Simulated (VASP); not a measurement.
# Te2Mo (P6_3/mmc) in VASP: notebook, part 2 of 2

VASP 6.6.1. The steps go on from the part before.

## 3. Single point, PBE

This run uses another cell than the first one, of 26.96 Å³/atom.

File INCAR:

```
SYSTEM = Te2Mo
PREC = Accurate ; ENCUT = 520
EDIFF = 1E-6 ; ISMEAR = -1
SIGMA = 0.05 ; LREAL = .FALSE.
LASPH = .TRUE. ; NELM = 60
ALGO = Normal ; ISIF = 2
LWAVE = .FALSE. ; LCHARG = .TRUE.
GGA = PE ; LELF = .TRUE.
LVHAR = .TRUE. ; NBANDS = 35
```

File KPOINTS:

```
regular mesh
0
G
  8 8 2
  0 0 0
```

File POSCAR:

```
Te2Mo
1.0
    3.6096224254      0.0000000000      0.0000000000
   -1.8048112127      3.1260251539      0.0000000000
    0.0000000000      0.0000000000     14.3367119331
Te Mo
4 2
Direct
    0.3333333333      0.6666666667      0.6210000000
    0.6666666667      0.3333333333      0.1210000000
    0.3333333333      0.6666666667      0.8790000000
    0.6666666667      0.3333333333      0.3790000000
    0.3333333333      0.6666666667      0.2500000000
    0.6666666667      0.3333333333      0.7500000000
```

Potentials or basis: VASP PAW PBE potentials, release 64 (Te, Mo_sv).

Command:

```console
$ cat potpaw_PBE.64/Te/POTCAR potpaw_PBE.64/Mo_sv/POTCAR > POTCAR
$ mpirun -np 1 vasp_std > vasp.out
```

OUTCAR:

```text
SYSTEM = Te2Mo
   PREC = Accurate
   ENCUT = 520
   EDIFF = 1E-6
   ISMEAR = -1
   LREAL = .FALSE.
   LASPH = .TRUE.
   NELM = 60
   ISIF = 2
   GGA = PE

 ion  position               nearest neighbor table
   1  0.333  0.667  0.621-   6 2.79   6 2.79   6 2.79
   2  0.667  0.333  0.121-   5 2.79   5 2.79   5 2.79
   3  0.333  0.667  0.879-   6 2.79   6 2.79   6 2.79
   4  0.667  0.333  0.379-   5 2.79   5 2.79   5 2.79
   5  0.333  0.667  0.250-   2 2.79   4 2.79   2 2.79   4 2.79   2 2.79   4 2.79
   6  0.667  0.333  0.750-   1 2.79   3 2.79   1 2.79   3 2.79   1 2.79   3 2.79

  LATTYP: Found a hexagonal cell.
 ALAT       =     3.6096224254
 C/A-ratio  =     3.9718037632

  Lattice vectors:

 A1 = (   3.6096224254,   0.0000000000,   0.0000000000)
 A2 = (  -1.8048112127,   3.1260251539,   0.0000000000)
 A3 = (   0.0000000000,   0.0000000000,  14.3367119331)

Analysis of symmetry for initial positions (statically):
=====================================================================
 Subroutine PRICEL returns:
 Original cell was already a primitive cell.

 Routine SETGRP: Setting up the symmetry group for a
 hexagonal supercell.

 Subroutine GETGRP returns: Found 24 space group operations
 (whereof 12 operations were pure point group operations)
 out of a pool of 24 trial point group operations.

The static configuration has the point symmetry D_3d.
 The point group associated with its full space group is D_6h.

Analysis of symmetry for dynamics (positions and initial velocities):
=====================================================================
 Subroutine PRICEL returns:
 Original cell was already a primitive cell.

 Routine SETGRP: Setting up the symmetry group for a
 hexagonal supercell.

 Subroutine GETGRP returns: Found 24 space group operations
 (whereof 12 operations were pure point group operations)
 out of a pool of 24 trial point group operations.

The dynamic configuration has the point symmetry D_3d.
 The point group associated with its full space group is D_6h.

 Subroutine INISYM returns: Found 24 space group operations
 (whereof 12 operations are pure point group operations),
 and found     1 'primitive' translations

----------------------------------------------------------------------------------------

                                     Primitive cell

  volume of cell :     161.7722

  direct lattice vectors                    reciprocal lattice vectors
     3.609622425  0.000000000  0.000000000     0.277037286  0.159947529  0.000000000
    -1.804811213  3.126025154  0.000000000     0.000000000  0.319895059  0.000000000
     0.000000000  0.000000000 14.336711933     0.000000000  0.000000000  0.069751000

  length of vectors
     3.609622425  3.609622802 14.336711933     0.319895092  0.319895059  0.069751000

  position of ions in fractional coordinates (direct lattice)
     0.333333333  0.666666667  0.621000000
     0.666666667  0.333333333  0.121000000
     0.333333333  0.666666667  0.879000000
     0.666666667  0.333333333  0.379000000
     0.333333333  0.666666667  0.250000000
     0.666666667  0.333333333  0.750000000

[... 32 lines left out ...]

 Found     20 irreducible k-points:

 Following reciprocal coordinates:
            Coordinates               Weight
  0.000000  0.000000  0.000000      1.000000
  0.125000  0.000000  0.000000      6.000000
  0.250000  0.000000  0.000000      6.000000
  0.375000  0.000000  0.000000      6.000000
  0.500000  0.000000  0.000000      3.000000
  0.125000  0.125000  0.000000      6.000000
[... 12 lines left out ...]
  0.250000  0.250000  0.500000      6.000000
  0.375000  0.250000  0.500000      6.000000
   k-points           NKPTS =     20   k-points in BZ     NKDIM =     20   number of bands    NBANDS=     35
   number of dos      NEDOS =    301   number of ions     NIONS =      6
   total plane-waves  NPLWV =  84672
   dimension x,y,z NGX =    28 NGY =   28 NGZ =  108
   dimension x,y,z NGXF=    56 NGYF=   56 NGZF=  216
   ions per type =               4   2
   NGX,Y,Z   is equivalent  to a cutoff of  12.90, 12.90, 12.52 a.u.
   NGXF,Y,Z  is equivalent  to a cutoff of  25.79, 25.79, 25.05 a.u.
 SYSTEM =  Te2Mo
   PREC   = accura    normal or accurate (medium, high low for compatibility)
   ISTART =      0    job   : 0-new  1-cont  2-samecut
   ICHARG =      2    charge: 1-file 2-atom 10-const
   ISPIN  =      1    spin polarized calculation?
   LNONCOLLINEAR =      F non collinear calculations
   LSORBIT =      F    spin-orbit coupling
   LASPH  =      T    aspherical Exc in radial PAW
   ENCUT  =  520.0 eV  38.22 Ry    6.18 a.u.   6.71  6.71 26.66*2*pi/ulx,y,z
   NELM   =     60;   NELMIN=  2; NELMDL= -5     # of ELM steps
   EDIFF  = 0.1E-05   stopping-criterion for ELM
   LREAL  =      F    real-space projection
   EDIFFG = 0.1E-04   stopping-criterion for IOM
   NSW    =      0    number of steps for IOM
   IBRION =     -1    ionic relax: 0-MD 1-quasi-New 2-CG
   NFREE  =      0    steps in history (QN), initial steepest desc. (CG)
   ISIF   =      2    stress and relaxation
   ISYM   =      2    0-nonsym 1-usesym 2-fastsym
   POTIM  = 0.5000    time-step for ionic-motion
   TEBEG  =    0.0;   TEEND  =   0.0 temperature during run
   PSTRESS=    0.0 pullay stress
   NELECT =      52.0000    total number of electrons
   NUPDOWN=      -1.0000    fix difference up-down
   EMIN   =  10.00;   EMAX   =-10.00  energy-range for DOS
   EFERMI =   0.00;   METHOD = LEGACY
   ISMEAR =    -1;   SIGMA  =   0.05  broadening in eV -4-tet -1-fermi 0-gaus
   EFERMI_NEDOS =   21; number of points for ismear=-14 and -15
   IALGO  =     38    algorithm
   IMIX   =      4    mixing-type and parameters
     AMIX     =   0.40;   BMIX     =  1.00
     AMIX_MAG =   1.60;   BMIX_MAG =  1.00
  volume/ion in A,a.u.               =      26.96       181.95
  Fermi-wavevector in a.u.,A,eV,Ry     =   1.121436  2.119208 17.110956  1.257620
  Thomas-Fermi vector in A             =   2.258090
   LORBIT       =      0    0 simple, 1 ext, 2 COOP (PROOUT), +10 PAW based schemes
   GGA     = PE    functional components
   LHFCALC =     F    Hartree Fock is set to
   AEXX    =    0.0000 exact exchange contribution
   IVDW    =     0    specifies the selected vdW correction
   LEPSILON=     F    determine dielectric tensor
   LRPA    =     F    only Hartree local field effects (RPA)
 non-spin polarized calculation
  energy-cutoff  :      520.00
  volume of cell :      161.77
 maximum number of plane-waves:      4386
 NGX is ok and might be reduce to    28
   NGX = 13   NGY = 13   NGZ = 53

 number of electron      52.0000003 magnetization

 Free energy of the ion-electron system (eV)
  ---------------------------------------------------
  ext. energy  EPLUGINS =         0.00000000
  ---------------------------------------------------
  free energy    TOTEN  =       -35.93025034 eV

  energy without entropy =      -35.93021981  energy(sigma->0) =      -35.93023508

 E-fermi :   7.5216     XC(G=0): -10.0800

 val. band max:        7.1513136731   @ k =   0.0000   0.0000   0.0000
 cond. band min:       7.9619804791   @ k =   0.2500   0.1250   0.0000
 fundamental gap:      0.8106668060
 Fermi energy:         7.5216098729

 k-point     1 :       0.0000    0.0000    0.0000
  band No.  band energies     occupation
      1     -53.7236      2.00000
      2     -53.7236      2.00000
      3     -27.8342      2.00000
      4     -27.8342      2.00000
      5     -27.7544      2.00000
      6     -27.7544      2.00000
[... 749 lines left out ...]
     34      10.4353      0.00000
     35      11.9214      0.00000

------------------------ aborting loop because EDIFF is reached ----------------------------------------

  FORCE on cell =-STRESS in cart. coord.  units (eV):
  Direction    XX          YY          ZZ          XY          YZ          ZX
  --------------------------------------------------------------------------------------
  -------------------------------------------------------------------------------------
  Total       -3.6885235     -3.6885246     -4.6609693      0.0000000      0.0000000      0.0000000
  in kB      -36.5308131    -36.5308232    -46.1618308      0.0000000      0.0000000      0.0000000
  external PRESSURE =     -39.7411557 kB  Pullay stress =       0.0000000 kB

 VOLUME and BASIS-vectors are now :
 -----------------------------------------------------------------------------
  energy-cutoff  :      520.00
  volume of cell :      161.77
      direct lattice vectors                 reciprocal lattice vectors
     3.609622425  0.000000000  0.000000000     0.277037286  0.159947529  0.000000000
    -1.804811213  3.126025154  0.000000000     0.000000000  0.319895059  0.000000000
     0.000000000  0.000000000 14.336711933     0.000000000  0.000000000  0.069751000

 POSITION                                       TOTAL-FORCE (eV/Angst)
 -----------------------------------------------------------------------------------
     -0.00000      2.08402      8.90310        -0.000000      0.000000      0.769852
      1.80481      1.04201      1.73474         0.000000     -0.000000      0.769852
     -0.00000      2.08402     12.60197        -0.000000      0.000000     -0.769852
      1.80481      1.04201      5.43361         0.000000     -0.000000     -0.769852
     -0.00000      2.08402      3.58418         0.000000      0.000000     -0.000000
      1.80481      1.04201     10.75253        -0.000000     -0.000000     -0.000000
 -----------------------------------------------------------------------------------
    total drift:                               -0.000000      0.000000     -0.000000

  FREE ENERGIE OF THE ION-ELECTRON SYSTEM (eV)
  ---------------------------------------------------
  free  energy   TOTEN  =       -35.9302503449 eV

  energy  without entropy=      -35.9302198062  energy(sigma->0) =      -35.93023508
```

Run time: 95 s. Hardware: 1 thread of Intel Xeon Platinum 8559C (Emerald Rapids), shared host; peak memory 0.31 GiB.

Results:

```
Free energy            : -35.9303 eV
Pressure               : -4.0 GPa
Largest force          : 0.770 eV/Å
Band gap on the k mesh : 0.81 eV (least direct gap 1.09 eV)
```

Forces in eV/Å, atoms in the order of the input:
```
Te   0.000  0.000  0.770
Te   0.000  0.000  0.770
Te   0.000  0.000 -0.770
Te   0.000  0.000 -0.770
Mo   0.000  0.000  0.000
Mo   0.000  0.000  0.000
```

Caveat: the cell stands under tension; spin-orbit coupling is left out, which moves the levels of the heavy elements; this functional lacks dispersion, which binds layers or chains, so the pressure and a relaxed spacing across them are unreliable. PBE gaps usually lie below the measured ones, often by a third to a half.

## 4. Single point, PBE

This run uses another cell than the first one, of 27.96 Å³/atom.

File INCAR:

```
  PREC = Accurate
  ENCUT = 520
  EDIFF = 1E-6
  ISMEAR = -1
  SIGMA = 0.05
  LREAL = F
  LASPH = T
  NELM = 60
  ALGO = Normal
  ISIF = 2
  LWAVE = F
  LCHARG = F
  GGA = PE
  NBANDS = 35
```

File KPOINTS:

```
regular mesh
0
Gamma
  8 8 2
```

Changes to POSCAR since step 3:

```diff
@@ -2,5 +2,5 @@
 1.0
-    3.6096224254      0.0000000000      0.0000000000
-   -1.8048112127      3.1260251539      0.0000000000
-    0.0000000000      0.0000000000     14.3367119331
+    3.6536465498      0.0000000000      0.0000000000
+   -1.8268232749      3.1641511693      0.0000000000
+    0.0000000000      0.0000000000     14.5115671163
 Te Mo
```

Command:

```console
$ cat potpaw_PBE.64/Te/POTCAR potpaw_PBE.64/Mo_sv/POTCAR > POTCAR
$ mpirun -np 1 vasp_std > vasp.out
```

Run time: 78 s. Hardware: 1 thread of Intel Xeon Platinum 8559C (Emerald Rapids), shared host; peak memory 0.32 GiB.

Results (log left out):

```yaml
Free_energy: -35.7343 eV
Pressure: -6.4 GPa
Largest_force: 1.146 eV/Å
Band_gap_on_the_k_mesh: 0.81 eV (least direct gap 1.03 eV)
```

Forces in eV/Å, atoms in the order of the input:
```
Te   0.000  0.000  1.146
Te   0.000  0.000  1.146
Te   0.000  0.000 -1.146
Te   0.000  0.000 -1.146
Mo   0.000  0.000  0.000
Mo   0.000  0.000  0.000
```

Stress tensor (GPa, compression positive):
```
-5.91  0.00  0.00
 0.00 -5.91  0.00
 0.00  0.00 -7.50
```

Levels at points of the mesh, in eV from the valence-band top:
```tsv
k point	band 24	band 25	band 26	band 27	band 28	band 29
(0.00, 0.00, 0.00)	-0.75	-0.37	0.00	2.52	2.52	2.63
(0.50, 0.00, 0.00)	-0.71	-0.58	-0.35	1.14	1.19	1.34
(0.00, 0.00, 0.50)	-0.88	-0.08	-0.08	2.55	2.55	2.55
(0.50, 0.00, 0.50)	-0.73	-0.46	-0.46	1.16	1.16	1.47
```

Caveat: the cell stands under tension; spin-orbit coupling is left out, which moves the levels of the heavy elements; this functional lacks dispersion, which binds layers or chains, so the pressure and a relaxed spacing across them are unreliable; forces of over 1 eV/Å act on the atoms, so gaps and moduli don't describe the material at rest.

## 5. Summary

```tsv
cell	gap on the mesh (eV)	pressure (GPa)	largest force (eV/Å)
a = 3.564, b = 3.564, c = 14.157 Å, angles 90.0, 90.0, 120.0°, 6 atoms	0.81	-0.9	0.33
a = 3.610, b = 3.610, c = 14.337 Å, angles 90.0, 90.0, 120.0°, 6 atoms	0.81	-4.0	0.77
a = 3.654, b = 3.654, c = 14.512 Å, angles 90.0, 90.0, 120.0°, 6 atoms	0.81	-6.4	1.15
```

Alike in all rows: task single point; level PBE; potentials or basis VASP PAW PBE potentials, release 64 (Te, Mo_sv); no spin polarisation; k mesh 8 × 8 × 2; cutoff (eV) 520; smearing fermi-dirac 0.05 eV.

Caveats: spin-orbit coupling is left out, which moves the levels of the heavy elements; this functional lacks dispersion, which binds layers or chains, so the pressure and a relaxed spacing across them are unreliable; the cell stands under tension (at least some runs); forces of over 1 eV/Å act on the atoms, so gaps and moduli don't describe the material at rest (at least some runs).

Absolute energies hang on the potentials; compare differences alone.

## 6. Comparison with measurements

Step 2. A measured gap of Te2Mo is 0.88 eV (indirect; 300 K; quoted in “Broadband infrared study of pressure-tunable Fano resonance and metallization transition in 2H-MoTe2”, 2022, pmc:9569381); the calculated 0.81 eV misses it by -0.07 eV. Spin-orbit coupling on Mo, Te is left out. The value is that of PBE on a finite k mesh, which can miss the band edges, without temperature or zero-point motion. Semilocal functionals fall short of measured gaps as a rule.
